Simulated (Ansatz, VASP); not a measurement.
Two plane-wave programs on As

```
As
1.0
     1.87971    1.08525    3.32850
    -1.87971    1.08525    3.32850
     0.00000   -2.17051    3.32850
As
2
Direct
  0.76943 0.76943 0.76943
  0.23057 0.23057 0.23057
```

Alike in both runs: functional LDA; k mesh 14 × 14 × 14; occupations gaussian, width 0.05 eV; no spin polarisation.

Ansatz relaxed the structure, and its values are those at the end. VASP's run is a single point on that final structure, the one shown.

|  | VASP | Ansatz |
| --- | --- | --- |
| version | VASP 6.6.1 | Ansatz 0.2.0 |
| potentials or method | VASP PAW LDA potentials, release 64 (As), cutoff 520 eV | scalar-relativistic, plane waves, PAW |
| valence electrons in the cell | 10 | 30 |

Ansatz gave:

| Quantity | Value |
| --- | --- |
| gap on the k mesh at the Fermi level (eV) | none |
| pressure (GPa) | 0.0 |
| rms of the force components (eV/Å) | 0.000 |

Question: Estimate VASP's values.

Answer: gap on the k mesh at the Fermi level (eV): none; pressure (GPa): 0.5; rms of the force components (eV/Å): 0.037.

LDA's correlation is that of Perdew and Zunger in VASP and of Perdew and Wang (1992) in Ansatz. A gap of «none» marks a metal or a gap that the smearing closes. VASP's potentials hold 10 valence electrons a cell and Ansatz's 30, so a difference there can come from the potentials and not from the codes.
